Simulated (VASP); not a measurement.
CoBiO3:

```xyz
5
Lattice="3.7244 0.0000 0.0000 0.0000 3.7244 0.0000 0.0000 0.0000 4.0208" Properties=species:S:1:pos:R:3 pbc="T T T"
Co    1.8622    1.8622    2.5042
Bi    0.0000    0.0000    0.2049
O     1.8622    0.0000    2.7988
O     0.0000    1.8622    2.7988
O     1.8622    1.8622    0.6537
```

Base run:

```yaml
Program: VASP 6.6.1
Functional: LDA
Potentials_or_basis: VASP PAW LDA potentials, release 64 (Co, Bi_d, O)
Cutoff: 600 eV
k_mesh: 7 × 7 × 6
Occupations: gaussian, width 0.15 eV
Spin: collinear spin, ferromagnetic start
Starting_moments: "[1.8, 0.0, 0.0, 0.0, 0.0] μB"
Hubbard_terms: Co d U = 4.5 eV
```

Its results: pressure 4.8 GPa; net moment 3.66 μB per cell; site moments Co +3.00; Bi +0.00; O +0.14, +0.30 (each value once) μB; largest force 1.077 eV/Å.

**Question.** The run is repeated on the same cell with these changes: hubbard terms from Co d U = 4.5 eV to Co d U = 6.0 eV. What comes out?

**Answer.** Pressure 3.8 GPa; net moment 3.82 μB per cell; site moments Co +3.19; Bi -0.00; O +0.15, +0.29 (each value once) μB; largest force 1.153 eV/Å.

Caveats: the cell stands under pressure; a cell with one magnetic atom can't hold antiferromagnetic order, which such compounds often take; forces of over 1 eV/Å act on the atoms, so gaps and moduli don't describe the material at rest.
